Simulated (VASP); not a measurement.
Wanted: the native input for a VASP 6.6.1 run.

```
Task                   : single point
Functional             : PBE
Dispersion             : D3(BJ)
Potentials or basis    : VASP PAW PBE potentials, release 64 (Ge_d)
Cutoff                 : 410 eV
k mesh                 : 6 × 6 × 1
Occupations            : gaussian, width 0.1 eV
Spin                   : no spin polarisation
Dipole correction      : yes
Further INCAR settings : ALGO = Normal; EDIFF = 1e-06; NBANDS = 66; NELMDL = -8
```

The structure of Ge lies in POSCAR:

```
Ge
1.0
    8.0453790659      0.0000000000      0.0000000000
   -4.0226895329      6.9675026541      0.0000000000
    0.0000000000      0.0000000000     17.6842610315
Ge
8
Direct
    0.1666666667      0.3333333333      0.2648830518
    0.1666666667      0.8333333333      0.2648830518
    0.6666666667      0.3333333333      0.2648830518
    0.6666666667      0.8333333333      0.2648830518
    0.3333333333      0.1666666667      0.2261898302
    0.3333333333      0.6666666667      0.2261898302
    0.8333333333      0.1666666667      0.2261898302
    0.8333333333      0.6666666667      0.2261898302
```

The input as run:

INCAR

```
  PREC = Accurate
  ENCUT = 410
  EDIFF = 1E-6
  ISMEAR = 0
  SIGMA = 0.1
  LREAL = False
  LASPH = True
  NELM = 120
  ALGO = Normal
  ISIF = 2
  LWAVE = False
  LCHARG = True
  LDIPOL = True
  IDIPOL = 3
  DIPOL = 0.5 0.5 0.246
  GGA = PE
  IVDW = 12
  LELF = True
  LVHAR = True
  LVACPOTAV = True
  NBANDS = 66
  GGA_COMPAT = False
  NELMDL = -8
```

KPOINTS

```
Automatic mesh
0
Gamma
  6 6 1
```

Potentials or basis: VASP PAW PBE potentials, release 64 (Ge_d).

Launch:

```bash
$ cat potpaw_PBE.64/Ge_d/POTCAR > POTCAR
$ mpirun -np 1 vasp_std > vasp.out
```

Results of the run:

* Largest force: 0.004 eV/Å
* Band gap on the k mesh: zero (filled and empty bands touch)
* Dispersion energy per atom: -0.154 eV

Run time: 15 min on 1 thread of Oxide Virtual Turin-like Processor, with other jobs on the host, peak memory 0.77 GiB.
